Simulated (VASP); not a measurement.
CdS (Hawleyite), 2 atoms in the cell. The structure is cubic, space group F-43m (No. 216). The conventional cell has a = 5.833 Å, b = 5.833 Å, c = 5.833 Å, α = 90.00°, β = 90.00°, γ = 90.00°. Within 3.3 Å of Cd (site symmetry -43m) lie 4 S at 2.53 Å. S (site symmetry -43m) has 4 Cd at 2.53 Å within 3.3 Å. 

* Program: VASP 6.6.1
* Task: single point
* Functional: PBE
* Potentials or basis: VASP PAW PBE potentials, release 64 (Cd, S)
* Cutoff: 520 eV
* k mesh: 8 × 8 × 8
* Occupations: gaussian, width 0.011 eV
* Spin: no spin polarisation
* Dipole correction: no
* Further INCAR settings: ALGO = Normal; EDIFF = 1e-06; NBANDS = 16

Potentials or basis: VASP PAW PBE potentials, release 64 (Cd, S).

The run is started by

```bash
$ cat potpaw_PBE.64/Cd/POTCAR potpaw_PBE.64/S/POTCAR > POTCAR
$ mpirun -np 1 vasp_std > vasp.out
```

Hardware: 1 thread of Intel(R) Xeon(R) 6975P-C (Granite Rapids) (shared host).

Q: How long does it take, and how much memory?

A: It took 8.8 s on 1 thread of Intel(R) Xeon(R) 6975P-C (Granite Rapids), with other jobs on the host, peak memory 0.18 GiB. Counts: scf iterations 14, k points 29.
